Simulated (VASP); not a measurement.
A run of VASP 6.6.1 is set up as follows.

The input INCAR:

```
ALGO = Normal
EDIFF = 1E-8
ENCUT = 520
GGA = PS
ISIF = 2
ISMEAR = -1
LASPH = True
LCHARG = False
LEFG = True
LREAL = False
LWAVE = False
NBANDS = 18
NELM = 100
PREC = Accurate
SIGMA = 0.05
```

File KPOINTS:

```
k-points
0
Gamma
  9 9 9
```

File POSCAR:

```
ScZn
1.0
    3.3340186900      0.0000000000      0.0000000000
    0.0000000000      3.3340186900      0.0000000000
    0.0000000000      0.0000000000      3.3340186900
Sc Zn
1 1
Direct
    0.0000000000      0.0000000000      0.0000000000
    0.5000000000      0.5000000000      0.5000000000
```

Potentials or basis: VASP PAW PBE potentials, release 64 (Sc_sv, Zn).

Launch:

```bash
$ cat potpaw_PBE.64/Sc_sv/POTCAR potpaw_PBE.64/Zn/POTCAR > POTCAR
$ mpirun -np 1 vasp_std > vasp.out
```

Predict the pressure.

-2.1 GPa.

Caveat: without QUAD_EFG the Cq values of the log hold for a quadrupole moment of 1 mb, not for the nuclei; the PAW data sets were made with another functional, which shifts forces and pressure a little.
